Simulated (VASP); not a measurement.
BN:

```
CELL_PARAMETERS angstrom
2.49824 0.00000 0.00000
-1.24912 2.16354 0.00000
0.00000 0.00000 6.63570
ATOMIC_POSITIONS crystal
N 0.66667 0.33333 0.25000
N 0.33333 0.66667 0.75000
B 0.66667 0.33333 0.75000
B 0.33333 0.66667 0.25000
```

```yaml
Program: VASP 6.6.1
Task: relaxation of cell and atoms
Functional: RPBE
Dispersion: D4
Potentials_or_basis: VASP PAW PBE potentials, release 64 (N, B)
Cutoff: 600 eV
k_mesh: 12 × 12 × 4
Occupations: fermi-dirac, width 0.05 eV
Spin: no spin polarisation
```

At the start: pressure 2.8 GPa; volume 8.97 Å³/atom.

Question: How do energy, volume and symmetry change on relaxing?

Answer: Over 11 steps the energy falls by 7.3 meV/atom and the volume is 8.34 Å³/atom (-7.0 %); space group P6_3/mmc (No. 194, to 0.05 Å).

The path:
| step | energy change (eV) | largest force (eV/Å) | pressure (GPa) | volume (Å³) |
| --- | --- | --- | --- | --- |
| 1 | 0.0000 | 0.0000 | 2.84 | 35.87 |
| 2 | 0.0131 | 0.0000 | -7.25 | 36.69 |
| 3 | -0.0068 | 0.0000 | -1.01 | 36.17 |
| 4 | -0.0094 | 0.0000 | -0.99 | 35.97 |
| 5 | -0.0165 | 0.0000 | -0.91 | 35.37 |
| 6 | -0.0267 | 0.0000 | -0.62 | 34.18 |
| 7 | -0.0163 | 0.0000 | 0.76 | 31.80 |
| 8 | -0.0290 | 0.0000 | -0.36 | 33.57 |
| 9 | -0.0291 | 0.0000 | -0.28 | 33.38 |
| 10 | -0.0269 | 0.0000 | 2.37 | 33.16 |
| 11 | -0.0291 | 0.0000 | 0.00 | 33.36 |

Final structure:
```
CELL_PARAMETERS angstrom
2.50961 0.00000 0.00000
-1.25481 2.17339 0.00000
0.00000 0.00000 6.11595
ATOMIC_POSITIONS crystal
N 0.66667 0.33333 0.25000
N 0.33333 0.66667 0.75000
B 0.66667 0.33333 0.75000
B 0.33333 0.66667 0.25000
```

Caveat: the PAW data sets were made with another functional, which shifts forces and pressure a little.
